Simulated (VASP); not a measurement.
Set up this calculation in VASP 6.6.1, as the native input.

| Item | Value |
| --- | --- |
| Task | relaxation of cell and atoms |
| Functional | PBE |
| Potentials or basis | VASP PAW PBE potentials, release 64 (B, C) |
| Cutoff | 600 eV |
| k mesh | 3 × 3 × 6 |
| Occupations | gaussian, width 0.1 eV |
| Spin | no spin polarisation |
| Dipole correction | no |
| Further INCAR settings | ALGO = Normal; EDIFF = 1e-06; IBRION = 2; EDIFFG = -0.04; NSW = 90; ISIF = 3 |

The structure of B4C3 lies in POSCAR:

```
B4C3
1.0
    6.8476277700      0.0000000000      0.0000000000
   -3.4238138900      5.9302196000      0.0000000000
    0.0000000000      0.0000000000      2.6226537900
B C
8 6
Direct
    0.6666666700      0.3333333300      0.7500000000
    0.3333333300      0.6666666700      0.2500000000
    0.6696315900      0.9727169700      0.7500000000
    0.6969146100      0.6696315900      0.2500000000
    0.9727169700      0.3030853900      0.2500000000
    0.0272830300      0.6969146100      0.7500000000
    0.3303684100      0.0272830300      0.2500000000
    0.3030853900      0.3303684100      0.7500000000
    0.8291482800      0.2354844800      0.7500000000
    0.5936638000      0.8291482800      0.2500000000
    0.2354844800      0.4063362000      0.2500000000
    0.7645155200      0.5936638000      0.7500000000
    0.4063362000      0.1708517200      0.7500000000
    0.1708517200      0.7645155200      0.2500000000
```

The cell was built from a structure type or drawn by symmetry, and may not be a known phase.

One way to write it, as run:

INCAR

```
SYSTEM = B4C3
  PREC = Accurate
  ENCUT = 600
  EDIFF = 1E-6
  ISMEAR = 0
  SIGMA = 0.1
  LREAL = .FALSE.
  LASPH = .TRUE.
  NELM = 100
  ALGO = Normal
  ISIF = 3
  LWAVE = .FALSE.
  LCHARG = .FALSE.
  GGA = PE
  IBRION = 2
  NSW = 90
  EDIFFG = -0.04
```

KPOINTS

```
regular mesh
0
G
  3 3 6
  0 0 0
```

Potentials or basis: VASP PAW PBE potentials, release 64 (B, C).

Run with:

```bash
$ cat potpaw_PBE.64/B/POTCAR potpaw_PBE.64/C/POTCAR > POTCAR
$ mpirun -np 1 vasp_std > vasp.out
```

It gave:

```
Relaxed volume                        : 7.87 Å³/atom
Relaxed cell                          : a = 6.824 Å, b = 6.824 Å, c = 2.733 Å, α = 90.00°, β = 90.00°, γ = 120.00°
Space group after relaxing (to 0.1 Å) : P6_3/m (No. 176)
Energy gained by relaxing             : 52.9 meV/atom
Ionic steps                           : 15
Pressure after relaxing               : 0.1 GPa
Largest force after relaxing          : 0.030 eV/Å
Band gap on the k mesh                : 0.94 eV (least direct gap 2.40 eV)
```

Caveat: an odd mesh through Γ misses points on the zone boundary, where band edges can lie.

It took 3 min on 1 thread of Intel(R) Xeon(R) 6975P-C (Granite Rapids), with other jobs on the host, peak memory 0.27 GiB.
